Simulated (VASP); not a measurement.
Here is a VASP 6.6.1 calculation.

INCAR

```
SYSTEM = Zr
  PREC = Accurate
  ENCUT = 520
  EDIFF = 1E-7
  ISMEAR = 0
  SIGMA = 0.15
  LREAL = .FALSE.
  LASPH = .TRUE.
  NELM = 60
  ALGO = Fast
  ISIF = 2
  LWAVE = .FALSE.
  LCHARG = .FALSE.
  NBANDS = 19
```

KPOINTS

```
regular mesh
0
G
  18 18 10
  0 0 0
```

Contents of POSCAR:

```
Zr
1.0
    3.2319982225      0.0000000000      0.0242399867
   -1.6159991112      2.7989925657     -0.0121199933
    0.0386025000      0.0000000000      5.1470000000
Zr
2
Direct
    0.3333333333      0.6666666667      0.2500000000
    0.6666666667      0.3333333333      0.7500000000
```

Potentials or basis: VASP PAW LDA potentials, release 64 (Zr_sv).

The run is started by

```bash
$ cat potpaw_LDA.64/Zr_sv/POTCAR > POTCAR
$ mpirun -np 1 vasp_std > vasp.out
```

(1) Estimate the band gap on the k mesh.

(2) What does it give for the pressure?

## Answers

(1) zero (bands 12 and 13 overlap by 1.18 eV).

(2) -6.0 GPa.

Caveat: the cell differs from its parent crystal (strain +0.0150 x Voigt [0, 0, 0, 0, 1, 0]); the cell stands under tension.
